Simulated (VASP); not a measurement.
# Ru (P6_3/mmc) in VASP: notebook

The runs below take Ru through single point, with LDA.

All numbers are computed with VASP 6.6.1; they aren't measurements. Logs are shortened: lines on timing, memory, paths and dates and some standing lists are left out, and cuts for length are marked.

### 1 The cell of the first run

The structure is hexagonal, space group P6_3/mmc (No. 194). The conventional cell has a = 2.678 Å, b = 2.678 Å, c = 4.218 Å, α = 90.00°, β = 90.00°, γ = 120.00°. Ru (site symmetry -6m2) has 12 Ru at 2.61 to 2.68 Å within 3.4 Å.

### 2 Single point, LDA

The input, INCAR:

```
PREC = Accurate ; ENCUT = 520
EDIFF = 1E-6 ; ISMEAR = 1
SIGMA = 0.3 ; LREAL = False
LASPH = True ; NELM = 100
ALGO = Normal ; ISIF = 2
LWAVE = False ; LCHARG = False
NBANDS = 21
```

The input, KPOINTS:

```
Automatic mesh
0
Gamma
  13 13 8
```

The input, POSCAR:

```
Ru
1.0
    2.6775346364      0.0000000000      0.0000000000
   -1.3387673182      2.3188130146      0.0000000000
    0.0000000000      0.0000000000      4.2181251212
Ru
2
Direct
    0.3333333333      0.6666666667      0.2500000000
    0.6666666667      0.3333333333      0.7500000000
```

Potentials or basis: VASP PAW LDA potentials, release 64 (Ru_pv).

Command:

```sh
$ cat potpaw_LDA.64/Ru_pv/POTCAR > POTCAR
$ mpirun -np 1 vasp_std > vasp.out
```

OUTCAR:

```text
PREC = Accurate
   ENCUT = 520
   EDIFF = 1E-6
   ISMEAR = 1
   LREAL = False
   LASPH = True
   NELM = 100
   ISIF = 2

 ion  position               nearest neighbor table
   1  0.333  0.667  0.250-   2 2.61   2 2.61   2 2.61   2 2.61   2 2.61   2 2.61
   2  0.667  0.333  0.750-   1 2.61   1 2.61   1 2.61   1 2.61   1 2.61   1 2.61

  LATTYP: Found a hexagonal cell.
 ALAT       =     2.6775346364
 C/A-ratio  =     1.5753764914

  Lattice vectors:

 A1 = (   2.6775346364,   0.0000000000,   0.0000000000)
 A2 = (  -1.3387673182,   2.3188130146,   0.0000000000)
 A3 = (   0.0000000000,   0.0000000000,   4.2181251212)

Analysis of symmetry for initial positions (statically):
=====================================================================
 Subroutine PRICEL returns:
 Original cell was already a primitive cell.

 Routine SETGRP: Setting up the symmetry group for a
 hexagonal supercell.

 Subroutine GETGRP returns: Found 24 space group operations
 (whereof 12 operations were pure point group operations)
 out of a pool of 24 trial point group operations.

The static configuration has the point symmetry D_3d.
 The point group associated with its full space group is D_6h.

Analysis of symmetry for dynamics (positions and initial velocities):
=====================================================================
 Subroutine PRICEL returns:
 Original cell was already a primitive cell.

 Routine SETGRP: Setting up the symmetry group for a
 hexagonal supercell.

 Subroutine GETGRP returns: Found 24 space group operations
 (whereof 12 operations were pure point group operations)
 out of a pool of 24 trial point group operations.

The dynamic configuration has the point symmetry D_3d.
 The point group associated with its full space group is D_6h.

 Subroutine INISYM returns: Found 24 space group operations
 (whereof 12 operations are pure point group operations),
 and found     1 'primitive' translations

----------------------------------------------------------------------------------------

                                     Primitive cell

  volume of cell :      26.1891

  direct lattice vectors                    reciprocal lattice vectors
     2.677534636  0.000000000  0.000000000     0.373477895  0.215627563  0.000000000
    -1.338767318  2.318813015  0.000000000     0.000000000  0.431255127  0.000000000
     0.000000000  0.000000000  4.218125121     0.000000000  0.000000000  0.237072152

  length of vectors
     2.677534636  2.677534636  4.218125121     0.431255127  0.431255127  0.237072152

  position of ions in fractional coordinates (direct lattice)
     0.333333333  0.666666667  0.250000000
     0.666666667  0.333333333  0.750000000

  ion indices of the primitive-cell ions
   primitive index   ion index
                 1           1
                 2           2

----------------------------------------------------------------------------------------

 KPOINTS: Automatic mesh

Automatic generation of k-mesh.
 Grid dimensions read from file:
 generate k-points for:   13   13    8

 Generating k-lattice:

  Cartesian coordinates                     Fractional coordinates (reciprocal lattice)
     0.028729069  0.016586736  0.000000000     0.076923077  0.000000000  0.000000000
     0.000000000  0.033173471  0.000000000     0.000000000  0.076923077  0.000000000
     0.000000000  0.000000000  0.029634019     0.000000000  0.000000000  0.125000000

  Length of vectors
     0.033173471  0.033173471  0.029634019

  Shift w.r.t. Gamma in fractional coordinates (k-lattice)
     0.000000000  0.000000000  0.000000000

 Subroutine IBZKPT returns following result:
 ===========================================

 Found    105 irreducible k-points:

 Following reciprocal coordinates:
            Coordinates               Weight
  0.000000  0.000000  0.000000      1.000000
  0.076923  0.000000  0.000000      6.000000
  0.153846  0.000000  0.000000      6.000000
  0.230769  0.000000  0.000000      6.000000
  0.307692  0.000000  0.000000      6.000000
  0.384615  0.000000  0.000000      6.000000
[... 16 lines left out ...]
  0.076923  0.000000  0.125000     12.000000
  0.153846  0.000000  0.125000     12.000000
 [... further k-points ...]
   k-points           NKPTS =    105   k-points in BZ     NKDIM =    105   number of bands    NBANDS=     21
   number of dos      NEDOS =    301   number of ions     NIONS =      2
   total plane-waves  NPLWV =  12800
   dimension x,y,z NGX =    20 NGY =   20 NGZ =   32
   dimension x,y,z NGXF=    40 NGYF=   40 NGZF=   64
   ions per type =               2
   NGX,Y,Z   is equivalent  to a cutoff of  12.42, 12.42, 12.61 a.u.
   NGXF,Y,Z  is equivalent  to a cutoff of  24.84, 24.84, 25.22 a.u.
 SYSTEM =  unknown system
   PREC   = accura    normal or accurate (medium, high low for compatibility)
   ISTART =      0    job   : 0-new  1-cont  2-samecut
   ICHARG =      2    charge: 1-file 2-atom 10-const
   ISPIN  =      1    spin polarized calculation?
   LNONCOLLINEAR =      F non collinear calculations
   LSORBIT =      F    spin-orbit coupling
   LASPH  =      T    aspherical Exc in radial PAW
   ENCUT  =  520.0 eV  38.22 Ry    6.18 a.u.   4.98  4.98  7.84*2*pi/ulx,y,z
   NELM   =    100;   NELMIN=  2; NELMDL= -5     # of ELM steps
   EDIFF  = 0.1E-05   stopping-criterion for ELM
   LREAL  =      F    real-space projection
   EDIFFG = 0.1E-04   stopping-criterion for IOM
   NSW    =      0    number of steps for IOM
   IBRION =     -1    ionic relax: 0-MD 1-quasi-New 2-CG
   NFREE  =      0    steps in history (QN), initial steepest desc. (CG)
   ISIF   =      2    stress and relaxation
   ISYM   =      2    0-nonsym 1-usesym 2-fastsym
   POTIM  = 0.5000    time-step for ionic-motion
   TEBEG  =    0.0;   TEEND  =   0.0 temperature during run
   PSTRESS=    0.0 pullay stress
   NELECT =      28.0000    total number of electrons
   NUPDOWN=      -1.0000    fix difference up-down
   EMIN   =  10.00;   EMAX   =-10.00  energy-range for DOS
   EFERMI =   0.00;   METHOD = LEGACY
   ISMEAR =     1;   SIGMA  =   0.30  broadening in eV -4-tet -1-fermi 0-gaus
   EFERMI_NEDOS =   21; number of points for ismear=-14 and -15
   IALGO  =     38    algorithm
   IMIX   =      4    mixing-type and parameters
     AMIX     =   0.40;   BMIX     =  1.00
     AMIX_MAG =   1.60;   BMIX_MAG =  1.00
  volume/ion in A,a.u.               =      13.09        88.37
  Fermi-wavevector in a.u.,A,eV,Ry     =   1.673995  3.163391 38.127038  2.802258
  Thomas-Fermi vector in A             =   2.758868
   LORBIT       =      0    0 simple, 1 ext, 2 COOP (PROOUT), +10 PAW based schemes
   GGA     = CA    functional components
   LHFCALC =     F    Hartree Fock is set to
   AEXX    =    0.0000 exact exchange contribution
   IVDW    =     0    specifies the selected vdW correction
   LEPSILON=     F    determine dielectric tensor
   LRPA    =     F    only Hartree local field effects (RPA)
 non-spin polarized calculation
 Methfessel and Paxton  Order N= 1 SIGMA  =   0.30
  energy-cutoff  :      520.00
  volume of cell :       26.19
 maximum number of plane-waves:       724
 NGX is ok and might be reduce to    20
   NGX =  9   NGY =  9   NGZ = 15

 number of electron      27.9999992 magnetization

 Free energy of the ion-electron system (eV)
  ---------------------------------------------------
  ext. energy  EPLUGINS =         0.00000000
  ---------------------------------------------------
  free energy    TOTEN  =       -21.38803519 eV

  energy without entropy =      -21.38860135  energy(sigma->0) =      -21.38822391

 E-fermi :  13.4174     XC(G=0): -14.6039

 val. band max:       13.3815378718   @ k =   0.4615   0.0769   0.2500
 cond. band min:      13.4209467551   @ k =   0.2308   0.0769   0.2500
 fundamental gap:      0.0394088832
 Fermi energy:        13.4174184308

 k-point     1 :       0.0000    0.0000    0.0000
  band No.  band energies     occupation
      1     -30.2454      2.00000
      2     -29.1748      2.00000
      3     -29.1748      2.00000
      4     -28.9770      2.00000
      5     -28.9770      2.00000
      6     -28.9247      2.00000
[... 13 lines left out ...]
     20      23.3102      0.00000
     21      24.1683      0.00000

 k-point     2 :       0.0769    0.0000    0.0000
  band No.  band energies     occupation
      1     -30.2223      2.00000
      2     -29.2235      2.00000
      3     -29.1914      2.00000
      4     -29.0279      2.00000
      5     -28.9834      2.00000
      6     -28.9356      2.00000
[... 13 lines left out ...]
     20      23.3101      0.00000
     21      24.1345      0.00000

 k-point     3 :       0.1538    0.0000    0.0000
  band No.  band energies     occupation
      1     -30.1558      2.00000
      2     -29.3585      2.00000
      3     -29.2359      2.00000
      4     -29.1662      2.00000
      5     -29.0023      2.00000
      6     -28.9685      2.00000
[... 13 lines left out ...]
     20      23.3101      0.00000
     21      24.0165      0.00000

 k-point     4 :       0.2308    0.0000    0.0000
  band No.  band energies     occupation
      1     -30.0534      2.00000
      2     -29.5488      2.00000
      3     -29.3548      2.00000
      4     -29.2962      2.00000
      5     -29.0311      2.00000
      6     -29.0232      2.00000
[... 13 lines left out ...]
     20      23.3100      0.00000
     21      23.8250      0.00000

 k-point     5 :       0.3077    0.0000    0.0000
  band No.  band energies     occupation
      1     -29.9282      2.00000
      2     -29.7504      2.00000
      3     -29.5475      2.00000
      4     -29.3577      2.00000
      5     -29.0976      2.00000
      6     -29.0633      2.00000
[... 13 lines left out ...]
     20      23.3098      0.00000
     21      23.6151      0.00000
[... 382 lines left out ...]
     20      23.3108      0.00000
     21      23.3110      0.00000

 k-point    22 :       0.0000    0.0000    0.1250
  band No.  band energies     occupation
      1     -30.1980      2.00000
      2     -29.1673      2.00000
      3     -29.1673      2.00000
      4     -28.9846      2.00000
      5     -28.9846      2.00000
      6     -28.9781      2.00000
[... 13 lines left out ...]
     20      23.3101      0.00000
     21      24.9367      0.00000

 k-point    23 :       0.0769    0.0000    0.1250
  band No.  band energies     occupation
      1     -30.1773      2.00000
      2     -29.2148      2.00000
      3     -29.1835      2.00000
      4     -29.0559      2.00000
      5     -28.9914      2.00000
      6     -28.9669      2.00000
[... 13 lines left out ...]
     20      23.3102      0.00000
     21      24.9232      0.00000

 k-point    24 :       0.1538    0.0000    0.1250
  band No.  band energies     occupation
      1     -30.1186      2.00000
      2     -29.3459      2.00000
      3     -29.2271      2.00000
      4     -29.2002      2.00000
      5     -29.0114      2.00000
      6     -28.9882      2.00000
[... 13 lines left out ...]
     20      23.3101      0.00000
     21      24.8824      0.00000

 [... further k-points ...]
[... 5 lines left out ...]
  --------------------------------------------------------------------------------------
  -------------------------------------------------------------------------------------
  Total        0.1427279      0.1427279      0.0801675      0.0000000      0.0000000      0.0000000
  in kB        8.7317056      8.7317056      4.9044313      0.0000000      0.0000000      0.0000000
  external PRESSURE =       7.4559475 kB  Pullay stress =       0.0000000 kB

 VOLUME and BASIS-vectors are now :
 -----------------------------------------------------------------------------
  energy-cutoff  :      520.00
  volume of cell :       26.19
      direct lattice vectors                 reciprocal lattice vectors
     2.677534636  0.000000000  0.000000000     0.373477895  0.215627563  0.000000000
    -1.338767318  2.318813015  0.000000000     0.000000000  0.431255127  0.000000000
     0.000000000  0.000000000  4.218125121     0.000000000  0.000000000  0.237072152

 POSITION                                       TOTAL-FORCE (eV/Angst)
 -----------------------------------------------------------------------------------
     -0.00000      1.54588      1.05453        -0.000000      0.000000      0.000000
      1.33877      0.77294      3.16359         0.000000      0.000000      0.000000
 -----------------------------------------------------------------------------------
    total drift:                               -0.000000      0.000000     -0.000000

  FREE ENERGIE OF THE ION-ELECTRON SYSTEM (eV)
  ---------------------------------------------------
  free  energy   TOTEN  =       -21.3880351878 eV

  energy  without entropy=      -21.3886013536  energy(sigma->0) =      -21.38822391
```

Run time: 23 s. Hardware: 1 thread of Intel Xeon Platinum 8488C (Sapphire Rapids), shared host; peak memory 0.16 GiB.

What came out:

| Item | Value |
| --- | --- |
| Free energy | -21.3880 eV |
| Pressure | 0.7 GPa |
| Band gap on the k mesh | zero (bands 14 and 15 overlap by 3.28 eV) |

Caveat: so wide a smearing shifts energies and pressures.

(Continued in part 2 of 2.)

The gap in the log of VASP goes by the Fermi energy; the results here count the filled bands.